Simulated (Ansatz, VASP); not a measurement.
# One calculation of Se, two programs

```
Se
1.0
     2.86649    0.00000    0.00000
     0.00000    2.86649    0.00000
     0.00000    0.00000    2.86649
Se
1
Direct
  0.00000 0.00000 0.00000
```

Alike in both runs: task relaxation of cell and atoms; functional PBE; k mesh 11 × 11 × 11; occupations fermi-dirac, width 0.1 eV; no spin polarisation.

|  | VASP | Ansatz |
| --- | --- | --- |
| version | VASP 6.6.1 | Ansatz 0.2.0 |
| potentials or method | VASP PAW PBE potentials, release 64 (Se), cutoff 600 eV | plane waves (420 eV) with PAW, scalar-relativistic |
| valence electrons in the cell | 6 | 16 |

```csv
,VASP,Ansatz,Ansatz less VASP
relaxed volume (Å³/atom),22.69,22.68,-0.004
relaxed cell length with the largest relative difference (Å),2.831,2.831,-0.0002
```

VASP's potentials hold 6 valence electrons a cell and Ansatz's 16, so a difference there can come from the potentials and not from the codes.
